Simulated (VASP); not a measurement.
A run of VASP 6.6.1 is set up as follows.

Contents of INCAR:

```
PREC = Accurate
ENCUT = 520
EDIFF = 1E-7
ISMEAR = -1
SIGMA = 0.1
LREAL = F
LASPH = T
NELM = 80
ALGO = Normal
ISIF = 2
LWAVE = F
LCHARG = T
GGA = CA
LELF = T
LVHAR = T
NBANDS = 26
```

KPOINTS

```
Automatic mesh
0
Gamma
  9 9 9
```

The input POSCAR:

```
K3Pd
1.0
    5.0816091408      0.0000000000      0.0000000000
    0.0000000000      5.0816091408      0.0000000000
    0.0000000000      0.0000000000      5.0816091408
K Pd
3 1
Direct
    0.5000000000      0.5000000000      0.0000000000
    0.5000000000      0.0000000000      0.5000000000
    0.0000000000      0.5000000000      0.5000000000
    0.0000000000      0.0000000000      0.0000000000
```

Potentials or basis: VASP PAW LDA potentials, release 64 (K_sv, Pd).

Command:

```console
$ cat potpaw_LDA.64/K_sv/POTCAR potpaw_LDA.64/Pd/POTCAR > POTCAR
$ mpirun -np 1 vasp_std > vasp.out
```

(1) What does it give for the pressure?

(2) Estimate the band gap on the k mesh.

Answers

(1) 0.0 GPa.

(2) zero (an odd number of electrons rules out a gap without spin polarisation).
